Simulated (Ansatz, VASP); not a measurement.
## Two plane-wave programs on BP

```xyz
2
Lattice="0.0000 2.2742 2.2742 2.2742 0.0000 2.2742 2.2742 2.2742 0.0000" Properties=species:S:1:pos:R:3 pbc="T T T"
B     0.0000    0.0000    0.0000
P     1.1371    1.1371    1.1371
```

Alike in both runs: task single point; functional PBE; k mesh 8 × 8 × 8; no spin polarisation.

|  | VASP | Ansatz |
| --- | --- | --- |
| version | VASP 6.6.1 | Ansatz 0.2.0 |
| potentials or method | VASP PAW PBE potentials, release 64 (B, P) | plane waves, PAW |
| plane-wave cutoff (eV) | 500 | 420 |
| occupations | gaussian, width 0.01 eV | fixed |
| valence electrons in the cell | 8 | 8 |

Ansatz gave:

| Item | Value |
| --- | --- |
| gap on the k mesh at the Fermi level (eV) | 1.28 |
| pressure (GPa) | 0.0 |

Problem. Which values does VASP return?

Solution. gap on the k mesh at the Fermi level (eV): 1.28; pressure (GPa): -0.2.
